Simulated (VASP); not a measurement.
# Ca (Pm-3m) in VASP: single point with LDA

Aim: the single point of Ca with LDA.

All numbers are computed with VASP 6.6.1; they aren't measurements. Logs are shortened: lines on timing, memory, paths and dates and some standing lists are left out, and cuts for length are marked.

### Step 1. The cell of the first run

Symmetry: Pm-3m, No. 221, cubic system. Conventional cell: a = 2.615 Å, b = 2.615 Å, c = 2.615 Å, α = 90.00°, β = 90.00°, γ = 90.00°. Within 3.4 Å of Ca (site symmetry m-3m) lie 6 Ca at 2.62 Å.

### Step 2. Single point, LDA

The input, INCAR:

```
SYSTEM = Ca
ALGO = Normal ; EDIFF = 1E-7
ENCUT = 520 ; GGA = CA
ISIF = 2 ; ISMEAR = -1
LASPH = .TRUE. ; LCHARG = .TRUE.
LELF = .TRUE. ; LREAL = .FALSE.
LVHAR = .TRUE. ; LWAVE = .FALSE.
NBANDS = 11 ; NELM = 60
PREC = Accurate ; SIGMA = 0.1
```

The input, KPOINTS:

```
k-points
0
G
  12 12 12
  0 0 0
```

The input, POSCAR:

```
Ca
1.0
    2.6150000000      0.0000000000      0.0000000000
    0.0000000000      2.6150000000      0.0000000000
    0.0000000000      0.0000000000      2.6150000000
Ca
1
Direct
    0.0000000000      0.0000000000      0.0000000000
```

Potentials or basis: VASP PAW LDA potentials, release 64 (Ca_sv).

Started as:

```sh
$ cat potpaw_LDA.64/Ca_sv/POTCAR > POTCAR
$ mpirun -np 1 vasp_std > vasp.out
```

OUTCAR:

```text
SYSTEM = Ca
   EDIFF = 1E-7
   ENCUT = 520
   GGA = CA
   ISIF = 2
   ISMEAR = -1
   LASPH = .TRUE.
   LREAL = .FALSE.
   NELM = 60
   PREC = Accurate

 ion  position               nearest neighbor table
   1  0.000  0.000  0.000-

  LATTYP: Found a simple cubic cell.
 ALAT       =     2.6150000000

  Lattice vectors:

 A1 = (   2.6150000000,   0.0000000000,   0.0000000000)
 A2 = (   0.0000000000,   2.6150000000,   0.0000000000)
 A3 = (   0.0000000000,   0.0000000000,   2.6150000000)

Analysis of symmetry for initial positions (statically):
=====================================================================
 Subroutine PRICEL returns:
 Original cell was already a primitive cell.

 Routine SETGRP: Setting up the symmetry group for a
 simple cubic supercell.

 Subroutine GETGRP returns: Found 48 space group operations
 (whereof 48 operations were pure point group operations)
 out of a pool of 48 trial point group operations.

The static configuration has the point symmetry O_h .

Analysis of symmetry for dynamics (positions and initial velocities):
=====================================================================
 Subroutine PRICEL returns:
 Original cell was already a primitive cell.

 Routine SETGRP: Setting up the symmetry group for a
 simple cubic supercell.

 Subroutine GETGRP returns: Found 48 space group operations
 (whereof 48 operations were pure point group operations)
 out of a pool of 48 trial point group operations.

The dynamic configuration has the point symmetry O_h .

 Subroutine INISYM returns: Found 48 space group operations
 (whereof 48 operations are pure point group operations),
 and found     1 'primitive' translations

----------------------------------------------------------------------------------------

                                     Primitive cell

  volume of cell :      17.8820

  direct lattice vectors                    reciprocal lattice vectors
     2.615000000  0.000000000  0.000000000     0.382409178  0.000000000  0.000000000
     0.000000000  2.615000000  0.000000000     0.000000000  0.382409178  0.000000000
     0.000000000  0.000000000  2.615000000     0.000000000  0.000000000  0.382409178

  length of vectors
     2.615000000  2.615000000  2.615000000     0.382409178  0.382409178  0.382409178

  position of ions in fractional coordinates (direct lattice)
     0.000000000  0.000000000  0.000000000

  ion indices of the primitive-cell ions
   primitive index   ion index
                 1           1

----------------------------------------------------------------------------------------

 KPOINTS: k-points

Automatic generation of k-mesh.
 Grid dimensions read from file:
 generate k-points for:   12   12   12

 Generating k-lattice:

  Cartesian coordinates                     Fractional coordinates (reciprocal lattice)
     0.031867431  0.000000000  0.000000000     0.083333333  0.000000000  0.000000000
     0.000000000  0.031867431  0.000000000     0.000000000  0.083333333  0.000000000
     0.000000000  0.000000000  0.031867431     0.000000000  0.000000000  0.083333333

  Length of vectors
     0.031867431  0.031867431  0.031867431

  Shift w.r.t. Gamma in fractional coordinates (k-lattice)
     0.000000000  0.000000000  0.000000000

 Subroutine IBZKPT returns following result:
 ===========================================

 Found     84 irreducible k-points:

 Following reciprocal coordinates:
            Coordinates               Weight
  0.000000  0.000000  0.000000      1.000000
  0.083333  0.000000  0.000000      6.000000
  0.166667  0.000000  0.000000      6.000000
  0.250000  0.000000  0.000000      6.000000
  0.333333  0.000000  0.000000      6.000000
  0.416667  0.000000  0.000000      6.000000
[... 16 lines left out ...]
  0.333333  0.333333  0.000000     12.000000
  0.416667  0.333333  0.000000     24.000000
 [... further k-points ...]
   k-points           NKPTS =     84   k-points in BZ     NKDIM =     84   number of bands    NBANDS=     11
   number of dos      NEDOS =    301   number of ions     NIONS =      1
   total plane-waves  NPLWV =   8000
   dimension x,y,z NGX =    20 NGY =   20 NGZ =   20
   dimension x,y,z NGXF=    40 NGYF=   40 NGZF=   40
   ions per type =               1
   NGX,Y,Z   is equivalent  to a cutoff of  12.71, 12.71, 12.71 a.u.
   NGXF,Y,Z  is equivalent  to a cutoff of  25.43, 25.43, 25.43 a.u.
 SYSTEM =  Ca
   PREC   = accura    normal or accurate (medium, high low for compatibility)
   ISTART =      0    job   : 0-new  1-cont  2-samecut
   ICHARG =      2    charge: 1-file 2-atom 10-const
   ISPIN  =      1    spin polarized calculation?
   LNONCOLLINEAR =      F non collinear calculations
   LSORBIT =      F    spin-orbit coupling
   LASPH  =      T    aspherical Exc in radial PAW
   ENCUT  =  520.0 eV  38.22 Ry    6.18 a.u.   4.86  4.86  4.86*2*pi/ulx,y,z
   NELM   =     60;   NELMIN=  2; NELMDL= -5     # of ELM steps
   EDIFF  = 0.1E-06   stopping-criterion for ELM
   LREAL  =      F    real-space projection
   EDIFFG = 0.1E-05   stopping-criterion for IOM
   NSW    =      0    number of steps for IOM
   IBRION =     -1    ionic relax: 0-MD 1-quasi-New 2-CG
   NFREE  =      0    steps in history (QN), initial steepest desc. (CG)
   ISIF   =      2    stress and relaxation
   ISYM   =      2    0-nonsym 1-usesym 2-fastsym
   POTIM  = 0.5000    time-step for ionic-motion
   TEBEG  =    0.0;   TEEND  =   0.0 temperature during run
   PSTRESS=    0.0 pullay stress
   NELECT =      10.0000    total number of electrons
   NUPDOWN=      -1.0000    fix difference up-down
   EMIN   =  10.00;   EMAX   =-10.00  energy-range for DOS
   EFERMI =   0.00;   METHOD = LEGACY
   ISMEAR =    -1;   SIGMA  =   0.10  broadening in eV -4-tet -1-fermi 0-gaus
   EFERMI_NEDOS =   21; number of points for ismear=-14 and -15
   IALGO  =     38    algorithm
   IMIX   =      4    mixing-type and parameters
     AMIX     =   0.40;   BMIX     =  1.00
     AMIX_MAG =   1.60;   BMIX_MAG =  1.00
  volume/ion in A,a.u.               =      17.88       120.67
  Fermi-wavevector in a.u.,A,eV,Ry     =   1.348766  2.548797 24.751291  1.819169
  Thomas-Fermi vector in A             =   2.476408
   LORBIT       =      0    0 simple, 1 ext, 2 COOP (PROOUT), +10 PAW based schemes
   GGA     = CA    functional components
   LHFCALC =     F    Hartree Fock is set to
   AEXX    =    0.0000 exact exchange contribution
   IVDW    =     0    specifies the selected vdW correction
   LEPSILON=     F    determine dielectric tensor
   LRPA    =     F    only Hartree local field effects (RPA)
 non-spin polarized calculation
  energy-cutoff  :      520.00
  volume of cell :       17.88
 maximum number of plane-waves:       500
 NGX is ok and might be reduce to    20
   NGX =  9   NGY =  9   NGZ =  9

 number of electron      10.0000002 magnetization

 Free energy of the ion-electron system (eV)
  ---------------------------------------------------
  ext. energy  EPLUGINS =         0.00000000
  ---------------------------------------------------
  free energy    TOTEN  =        -0.60410045 eV

  energy without entropy =       -0.59083067  energy(sigma->0) =       -0.59746556

 E-fermi :   6.2226     XC(G=0): -11.3106

 val. band max:        6.2035508843   @ k =   0.0833   0.0000   0.0000
 cond. band min:       6.2264875907   @ k =   0.5000   0.0000   0.0000
 fundamental gap:      0.0229367064
 Fermi energy:         6.2226411709

 k-point     1 :       0.0000    0.0000    0.0000
  band No.  band energies     occupation
      1     -34.7976      2.00000
      2     -14.6618      2.00000
      3     -14.6618      2.00000
      4     -14.6618      2.00000
      5       2.1051      2.00000
      6       6.1363      1.40666
      7       6.1363      1.40666
      8      14.1665      0.00000
      9      14.1665      0.00000
     10      14.1665      0.00000
     11      23.2394      0.00000

 k-point     2 :       0.0833    0.0000    0.0000
  band No.  band energies     occupation
      1     -34.7676      2.00000
      2     -14.8581      2.00000
      3     -14.6453      2.00000
      4     -14.6453      2.00000
      5       2.3298      2.00000
      6       6.2036      1.09516
      7       6.3769      0.35238
      8      13.8527      0.00000
      9      13.8527      0.00000
     10      14.1880      0.00000
     11      22.1738      0.00000

 k-point     3 :       0.1667    0.0000    0.0000
  band No.  band energies     occupation
      1     -34.6846      2.00000
      2     -15.3704      2.00000
      3     -14.6001      2.00000
      4     -14.6001      2.00000
      5       2.9282      2.00000
      6       6.3935      0.30675
      7       7.0339      0.00060
      8      13.0967      0.00000
      9      13.0967      0.00000
     10      14.2473      0.00000
     11      20.2980      0.00000

 k-point     4 :       0.2500    0.0000    0.0000
  band No.  band energies     occupation
      1     -34.5681      2.00000
      2     -16.0233      2.00000
      3     -14.5375      2.00000
      4     -14.5375      2.00000
      5       3.7577      2.00000
      6       6.6695      0.02267
      7       7.8521      0.00000
      8      12.2239      0.00000
      9      12.2239      0.00000
     10      14.3295      0.00000
     11      18.7294      0.00000
[... 239 lines left out ...]
 k-point    22 :       0.5000    0.2500    0.0000
  band No.  band energies     occupation
      1     -34.1112      2.00000
      2     -16.9708      2.00000
      3     -15.6314      2.00000
      4     -14.2966      2.00000
      5       5.2310      1.99990
      6       7.3969      0.00002
      7       9.8364      0.00000
      8      11.1859      0.00000
      9      12.4502      0.00000
     10      12.8954      0.00000
     11      17.6807      0.00000

 k-point    23 :       0.3333    0.3333    0.0000
  band No.  band energies     occupation
      1     -34.1172      2.00000
      2     -16.3469      2.00000
      3     -16.2605      2.00000
      4     -14.2990      2.00000
      5       4.8122      2.00000
      6       7.4295      0.00001
      7      11.0774      0.00000
      8      11.6292      0.00000
      9      11.8786      0.00000
     10      12.1753      0.00000
     11      18.1083      0.00000

 k-point    24 :       0.4167    0.3333    0.0000
  band No.  band energies     occupation
      1     -34.0318      2.00000
      2     -16.7044      2.00000
      3     -16.2179      2.00000
      4     -14.2552      2.00000
      5       4.4418      2.00000
      6       7.6977      0.00000
      7      11.4791      0.00000
      8      11.5482      0.00000
      9      12.1832      0.00000
     10      12.6347      0.00000
     11      17.4381      0.00000

 [... further k-points ...]
[... 5 lines left out ...]
  --------------------------------------------------------------------------------------
  -------------------------------------------------------------------------------------
  Total        3.9064111      3.9064111      3.9064111      0.0000000     -0.0000000     -0.0000000
  in kB      350.0043581    350.0043581    350.0043581      0.0000000     -0.0000000     -0.0000000
  external PRESSURE =     350.0043581 kB  Pullay stress =       0.0000000 kB

 VOLUME and BASIS-vectors are now :
 -----------------------------------------------------------------------------
  energy-cutoff  :      520.00
  volume of cell :       17.88
      direct lattice vectors                 reciprocal lattice vectors
     2.615000000  0.000000000  0.000000000     0.382409178  0.000000000  0.000000000
     0.000000000  2.615000000  0.000000000     0.000000000  0.382409178  0.000000000
     0.000000000  0.000000000  2.615000000     0.000000000  0.000000000  0.382409178

 POSITION                                       TOTAL-FORCE (eV/Angst)
 -----------------------------------------------------------------------------------
      0.00000      0.00000      0.00000         0.000000      0.000000      0.000000
 -----------------------------------------------------------------------------------
    total drift:                               -0.000000      0.000000      0.000000

  FREE ENERGIE OF THE ION-ELECTRON SYSTEM (eV)
  ---------------------------------------------------
  free  energy   TOTEN  =        -0.6041004515 eV

  energy  without entropy=       -0.5908306726  energy(sigma->0) =       -0.59746556
```

Run time: 4.9 s. Hardware: 1 thread of Intel Xeon 6975P-C (Granite Rapids), shared host; peak memory 0.12 GiB.

Results:

```
Free energy            : -0.6041 eV
Pressure               : 35.0 GPa
Band gap on the k mesh : zero (band 5 reaches 6.75 eV, above the bottom of band 6 at 5.69 eV)
```
